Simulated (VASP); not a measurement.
# MnO2 (P4_2/mnm) in VASP: single point with PBEsol

Aim: the single point of MnO2 with PBEsol.

Everything below comes from runs of VASP 6.6.1. Logs are shortened: lines on timing, memory, paths and dates and some standing lists are left out, and cuts for length are marked.

**1. The cell of the first run**

It takes space group P4_2/mnm (No. 136, tetragonal). Conventional cell: a = 4.346 Å, b = 4.346 Å, c = 2.819 Å, α = 90.00°, β = 90.00°, γ = 90.00°. Within 2.5 Å of Mn (site symmetry mmm) lie 6 O at 1.85 to 1.87 Å. O (site symmetry m2m) has 3 Mn at 1.85 to 1.87 Å and 1 O at 2.41 Å within 2.5 Å.

**2. Single point, PBEsol, collinear spin, ferromagnetic start (8.88 Å³/atom)**

The input, INCAR:

```
PREC = Accurate ; ENCUT = 520
EDIFF = 1E-7 ; ISMEAR = 0
SIGMA = 0.1 ; LREAL = F
LASPH = T ; NELM = 150
ALGO = Normal ; ISIF = 2
LWAVE = F ; LCHARG = F
ISPIN = 2 ; MAGMOM = 2.57 2.57 0.12 0.12 0.12 0.12
LORBIT = 11 ; LMAXMIX = 4
GGA = PS ; NBANDS = 38
```

The input, KPOINTS:

```
regular mesh
0
Gamma
  8 8 12
```

The input, POSCAR:

```
MnO2
1.0
    4.3464172485      0.0000000000      0.0000000000
    0.0000000000      4.3464172485      0.0000000000
    0.0000000000      0.0000000000      2.8189963252
Mn O
2 4
Direct
    0.0000000000      0.0000000000      0.0000000000
    0.5000000000      0.5000000000      0.5000000000
    0.3039834670      0.3039834670      0.0000000000
    0.1960165330      0.8039834670      0.5000000000
    0.6960165330      0.6960165330      0.0000000000
    0.8039834670      0.1960165330      0.5000000000
```

Potentials or basis: VASP PAW PBE potentials, release 64 (Mn_pv, O).

Started as:

```sh
$ cat potpaw_PBE.64/Mn_pv/POTCAR potpaw_PBE.64/O/POTCAR > POTCAR
$ mpirun -np 1 vasp_std > vasp.out
```

OUTCAR:

```text
PREC = Accurate
   ENCUT = 520
   EDIFF = 1E-7
   ISMEAR = 0
   LREAL = F
   LASPH = T
   NELM = 150
   ISIF = 2
   ISPIN = 2
   LORBIT = 11
   GGA = PS

 ion  position               nearest neighbor table
   1  0.000  0.000  0.000-   4 1.85   6 1.85   4 1.85   6 1.85   5 1.87   3 1.87
   2  0.500  0.500  0.500-   3 1.85   5 1.85   3 1.85   5 1.85   4 1.87   6 1.87
   3  0.304  0.304  0.000-   2 1.85   2 1.85   1 1.87
   4  0.196  0.804  0.500-   1 1.85   1 1.85   2 1.87
   5  0.696  0.696  0.000-   2 1.85   2 1.85   1 1.87
   6  0.804  0.196  0.500-   1 1.85   1 1.85   2 1.87

  LATTYP: Found a simple tetragonal cell.
 ALAT       =     4.3464172485
 C/A-ratio  =     0.6485793158

  Lattice vectors:

 A1 = (   4.3464172485,   0.0000000000,   0.0000000000)
 A2 = (   0.0000000000,   4.3464172485,   0.0000000000)
 A3 = (   0.0000000000,   0.0000000000,   2.8189963252)

Analysis of symmetry for initial positions (statically):
=====================================================================
 Subroutine PRICEL returns:
 Original cell was already a primitive cell.

 Routine SETGRP: Setting up the symmetry group for a
 simple tetragonal supercell.

 Subroutine GETGRP returns: Found 16 space group operations
 (whereof  8 operations were pure point group operations)
 out of a pool of 16 trial point group operations.

The static configuration has the point symmetry D_2h.
 The point group associated with its full space group is D_4h.

Analysis of symmetry for dynamics (positions and initial velocities):
=====================================================================
 Subroutine PRICEL returns:
 Original cell was already a primitive cell.

 Routine SETGRP: Setting up the symmetry group for a
 simple tetragonal supercell.

 Subroutine GETGRP returns: Found 16 space group operations
 (whereof  8 operations were pure point group operations)
 out of a pool of 16 trial point group operations.

The dynamic configuration has the point symmetry D_2h.
 The point group associated with its full space group is D_4h.

Analysis of structural, dynamic, and magnetic symmetry:
=====================================================================
 Subroutine PRICEL returns:
 Original cell was already a primitive cell.

 Routine SETGRP: Setting up the symmetry group for a
 simple tetragonal supercell.

 Subroutine GETGRP returns: Found 16 space group operations
 (whereof  8 operations were pure point group operations)
 out of a pool of 16 trial point group operations.

The overall configuration has the point symmetry D_2h.
 The point group associated with its full space group is D_4h.

 Subroutine INISYM returns: Found 16 space group operations
 (whereof  8 operations are pure point group operations),
 and found     1 'primitive' translations

----------------------------------------------------------------------------------------

                                     Primitive cell

  volume of cell :      53.2546

  direct lattice vectors                    reciprocal lattice vectors
     4.346417248  0.000000000  0.000000000     0.230074552  0.000000000  0.000000000
     0.000000000  4.346417248  0.000000000     0.000000000  0.230074552  0.000000000
     0.000000000  0.000000000  2.818996325     0.000000000  0.000000000  0.354736184

  length of vectors
     4.346417248  4.346417248  2.818996325     0.230074552  0.230074552  0.354736184

  position of ions in fractional coordinates (direct lattice)
     0.000000000  0.000000000  0.000000000
     0.500000000  0.500000000  0.500000000
     0.303983467  0.303983467  0.000000000
     0.196016533  0.803983467  0.500000000
     0.696016533  0.696016533  0.000000000
     0.803983467  0.196016533  0.500000000

  ion indices of the primitive-cell ions
   primitive index   ion index
                 1           1
                 2           2
                 3           3
                 4           4
[... 30 lines left out ...]
            Coordinates               Weight
  0.000000  0.000000  0.000000      1.000000
  0.125000  0.000000  0.000000      4.000000
  0.250000  0.000000  0.000000      4.000000
  0.375000  0.000000  0.000000      4.000000
  0.500000  0.000000  0.000000      2.000000
  0.125000  0.125000  0.000000      4.000000
[... 16 lines left out ...]
  0.375000  0.125000  0.083333     16.000000
  0.500000  0.125000  0.083333      8.000000
 [... further k-points ...]
   k-points           NKPTS =    105   k-points in BZ     NKDIM =    105   number of bands    NBANDS=     38
   number of dos      NEDOS =    301   number of ions     NIONS =      6
   total plane-waves  NPLWV =  24576
   dimension x,y,z NGX =    32 NGY =   32 NGZ =   24
   dimension x,y,z NGXF=    64 NGYF=   64 NGZF=   48
   ions per type =               2   4
   NGX,Y,Z   is equivalent  to a cutoff of  12.24, 12.24, 14.15 a.u.
   NGXF,Y,Z  is equivalent  to a cutoff of  24.48, 24.48, 28.31 a.u.
 SYSTEM =  unknown system
   PREC   = accura    normal or accurate (medium, high low for compatibility)
   ISTART =      0    job   : 0-new  1-cont  2-samecut
   ICHARG =      2    charge: 1-file 2-atom 10-const
   ISPIN  =      2    spin polarized calculation?
   LNONCOLLINEAR =      F non collinear calculations
   LSORBIT =      F    spin-orbit coupling
   LASPH  =      T    aspherical Exc in radial PAW
   ENCUT  =  520.0 eV  38.22 Ry    6.18 a.u.   8.08  8.08  5.24*2*pi/ulx,y,z
   NELM   =    150;   NELMIN=  2; NELMDL= -5     # of ELM steps
   EDIFF  = 0.1E-06   stopping-criterion for ELM
   LREAL  =      F    real-space projection
   EDIFFG = 0.1E-05   stopping-criterion for IOM
   NSW    =      0    number of steps for IOM
   IBRION =     -1    ionic relax: 0-MD 1-quasi-New 2-CG
   NFREE  =      0    steps in history (QN), initial steepest desc. (CG)
   ISIF   =      2    stress and relaxation
   ISYM   =      2    0-nonsym 1-usesym 2-fastsym
   POTIM  = 0.5000    time-step for ionic-motion
   TEBEG  =    0.0;   TEEND  =   0.0 temperature during run
   PSTRESS=    0.0 pullay stress
   NELECT =      50.0000    total number of electrons
   NUPDOWN=      -1.0000    fix difference up-down
   EMIN   =  10.00;   EMAX   =-10.00  energy-range for DOS
   EFERMI =   0.00;   METHOD = LEGACY
   ISMEAR =     0;   SIGMA  =   0.10  broadening in eV -4-tet -1-fermi 0-gaus
   EFERMI_NEDOS =   21; number of points for ismear=-14 and -15
   IALGO  =     38    algorithm
   IMIX   =      4    mixing-type and parameters
     AMIX     =   0.40;   BMIX     =  1.00
     AMIX_MAG =   1.60;   BMIX_MAG =  1.00
  volume/ion in A,a.u.               =       8.88        59.90
  Fermi-wavevector in a.u.,A,eV,Ry     =   1.603045  3.029316 34.963617  2.569753
  Thomas-Fermi vector in A             =   2.699770
   LORBIT       =     11    0 simple, 1 ext, 2 COOP (PROOUT), +10 PAW based schemes
   GGA     = PS    functional components
   LHFCALC =     F    Hartree Fock is set to
   AEXX    =    0.0000 exact exchange contribution
   IVDW    =     0    specifies the selected vdW correction
   LEPSILON=     F    determine dielectric tensor
   LRPA    =     F    only Hartree local field effects (RPA)
 spin polarized calculation
 Gauss-broadening in eV      SIGMA  =   0.10
  energy-cutoff  :      520.00
  volume of cell :       53.25
 maximum number of plane-waves:      1468
   NGX = 17   NGY = 17   NGZ = 11

 number of electron      50.0000057 magnetization       5.9187540

 Free energy of the ion-electron system (eV)
  ---------------------------------------------------
  ext. energy  EPLUGINS =         0.00000000
  ---------------------------------------------------
  free energy    TOTEN  =       -50.28587724 eV

  energy without entropy =      -50.27961127  energy(sigma->0) =      -50.28274425

 E-fermi :   5.9574     XC(G=0): -12.5600

 val. band max:        5.9545290682   @ k =   0.5000   0.5000   0.0000
 cond. band min:       5.9597907720   @ k =   0.2500   0.2500   0.5000
 fundamental gap:      0.0052617037
 Fermi energy:         5.9574428276

 spin component 1

 k-point     1 :       0.0000    0.0000    0.0000
  band No.  band energies     occupation
      1     -44.7280      1.00000
      2     -44.7184      1.00000
      3     -44.6419      1.00000
      4     -44.6419      1.00000
      5     -44.5770      1.00000
      6     -44.5770      1.00000
[... 949 lines left out ...]
     36      18.7018      0.00000
     37      21.2799      0.00000

 [... further k-points ...]

 spin component 2

 k-point     1 :       0.0000    0.0000    0.0000
  band No.  band energies     occupation
      1     -41.8492      1.00000
      2     -41.8374      1.00000
      3     -41.7845      1.00000
      4     -41.7845      1.00000
      5     -41.6922      1.00000
      6     -41.6922      1.00000
[... 949 lines left out ...]
     36      19.3164      0.00000
     37      21.7106      0.00000

 [... further k-points ...]

 [bands above 37 left out]

------------------------ aborting loop because EDIFF is reached ----------------------------------------

  FORCE on cell =-STRESS in cart. coord.  units (eV):
  Direction    XX          YY          ZZ          XY          YZ          ZX
  --------------------------------------------------------------------------------------
  -------------------------------------------------------------------------------------
  Total        2.9354993      2.9354993      3.0328505      0.0000000      0.0000000      0.0000000
  in kB       88.3151516     88.3151516     91.2439861      0.0000000      0.0000000      0.0000000
  external PRESSURE =      89.2914298 kB  Pullay stress =       0.0000000 kB

 VOLUME and BASIS-vectors are now :
 -----------------------------------------------------------------------------
  energy-cutoff  :      520.00
  volume of cell :       53.25
      direct lattice vectors                 reciprocal lattice vectors
     4.346417248  0.000000000  0.000000000     0.230074552  0.000000000  0.000000000
     0.000000000  4.346417248  0.000000000     0.000000000  0.230074552  0.000000000
     0.000000000  0.000000000  2.818996325     0.000000000  0.000000000  0.354736184

 POSITION                                       TOTAL-FORCE (eV/Angst)
 -----------------------------------------------------------------------------------
      0.00000      0.00000      0.00000         0.000000     -0.000000      0.000000
      2.17321      2.17321      1.40950         0.000000     -0.000000      0.000000
      1.32124      1.32124      0.00000        -0.018802     -0.018802      0.000000
      0.85197      3.49445      1.40950         0.018802     -0.018802      0.000000
      3.02518      3.02518      0.00000         0.018802      0.018802     -0.000000
      3.49445      0.85197      1.40950        -0.018802      0.018802     -0.000000
 -----------------------------------------------------------------------------------
    total drift:                               -0.000000      0.000000     -0.000000

  FREE ENERGIE OF THE ION-ELECTRON SYSTEM (eV)
  ---------------------------------------------------
  free  energy   TOTEN  =       -50.2858772408 eV

  energy  without entropy=      -50.2796112677  energy(sigma->0) =      -50.28274425

 total charge

# of ion       s       p       d       tot
------------------------------------------
    1        0.378   6.519   4.965  11.862
    2        0.378   6.519   4.965  11.862
    3        1.565   3.470   0.000   5.035
    4        1.565   3.470   0.000   5.035
    5        1.565   3.470   0.000   5.035
    6        1.565   3.470   0.000   5.035
--------------------------------------------------
tot          7.015  26.917   9.930  43.862

 magnetization (x)

# of ion       s       p       d       tot
------------------------------------------
    1        0.016   0.031   2.583   2.629
    2        0.016   0.031   2.583   2.629
    3        0.000   0.107   0.000   0.107
    4        0.000   0.107   0.000   0.107
    5        0.000   0.107   0.000   0.107
    6        0.000   0.107   0.000   0.107
--------------------------------------------------
tot          0.035   0.489   5.165   5.688
```

Run time: 2.8 min. Hardware: 1 thread of Intel Xeon 6975P-C (Granite Rapids), shared host; peak memory 0.39 GiB.

Results:

| Quantity | Value |
| --- | --- |
| Free energy | -50.2859 eV |
| Pressure | 8.9 GPa |
| Largest force | 0.027 eV/Å |
| Net moment | 5.92 μB per cell |
| Site moments | Mn +2.63; O +0.11 μB |
| Valence electrons inside the program's atomic spheres | Mn 11.86; O 5.04 |

Forces on the atoms (eV/Å):
```
Mn   0.000  0.000  0.000
Mn   0.000  0.000  0.000
O   -0.019 -0.019  0.000
O    0.019 -0.019  0.000
O    0.019  0.019  0.000
O   -0.019  0.019  0.000
```

Caveat: the cell stands under pressure; the PAW data sets were made with another functional, which shifts forces and pressure a little; semilocal functionals often make such compounds metallic where correlation or magnetic order opens a gap, which also shifts bond lengths; the run started ferromagnetic, and an antiferromagnetic order may lie lower in energy. With open d or f shells a metallic result of PBEsol can be an artefact of self-interaction; +U or a hybrid may open a gap.
